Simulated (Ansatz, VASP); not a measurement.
**K: VASP beside Ansatz**

```
K
1.0
     4.65781    0.00000    0.00000
    -2.32890    4.03378    0.00000
     0.00000    0.00000   15.14777
K
4
Direct
  0.00000 0.00000 0.00000
  0.33333 0.66667 0.75000
  0.00000 0.00000 0.50000
  0.66667 0.33333 0.25000
```

Alike in both runs: functional PBEsol; k mesh 12 × 12 × 4; occupations gaussian, width 0.1 eV; no spin polarisation.

Ansatz relaxed the structure, and its values are those at the end. VASP's run is a single point on that final structure, the one shown.

```csv
,VASP,Ansatz
version,VASP 6.6.1,Ansatz 0.2.0
potentials or method,"VASP PAW PBE potentials, release 64 (K_sv), cutoff 520 eV","scalar-relativistic, plane waves, PAW"
valence electrons in the cell,36,36
```

|  | VASP | Ansatz | Ansatz less VASP |
| --- | --- | --- | --- |
| gap on the k mesh at the Fermi level (eV) | none | none | - |
| pressure (GPa) | 0.0 | 0.0 | +0.01 |

VASP's potentials were made for PBE, not for PBEsol. A gap of «none» marks a metal or a gap that the smearing closes. The functional is the same, so the differences come from potentials, cutoffs and numerics.
